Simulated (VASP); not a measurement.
Input of a VASP 6.6.1 run:

File INCAR:

```
SYSTEM = SrCl2
  PREC = Accurate
  ENCUT = 520
  EDIFF = 1E-6
  ISMEAR = -1
  SIGMA = 0.02
  LREAL = .FALSE.
  LASPH = .TRUE.
  NELM = 60
  ALGO = Normal
  ISIF = 2
  LWAVE = .FALSE.
  LCHARG = .FALSE.
  GGA = PE
  NBANDS = 19
```

The input KPOINTS:

```
regular mesh
0
G
  6 6 6
  0 0 0
```

POSCAR

```
SrCl2
1.0
    0.0000000000      3.4412043558      3.4412043558
    3.4412043558      0.0000000000      3.4412043558
    3.4412043558      3.4412043558      0.0000000000
Sr Cl
1 2
Direct
    0.0000000000      0.0000000000      0.0000000000
    0.2500000000      0.2500000000      0.2500000000
    0.7500000000      0.7500000000      0.7500000000
```

Potentials or basis: VASP PAW PBE potentials, release 64 (Sr_sv, Cl).

The run is started by

```bash
$ cat potpaw_PBE.64/Sr_sv/POTCAR potpaw_PBE.64/Cl/POTCAR > POTCAR
$ mpirun -np 1 vasp_std > vasp.out
```

Task: Predict the pressure.

Result: 2.8 GPa.

Task: What does it give for the band gap on the k mesh?

Result: 5.48 eV, direct.

A k mesh can miss the band edges. Expect the measured gap to be larger: semilocal functionals such as PBE lack the derivative discontinuity.
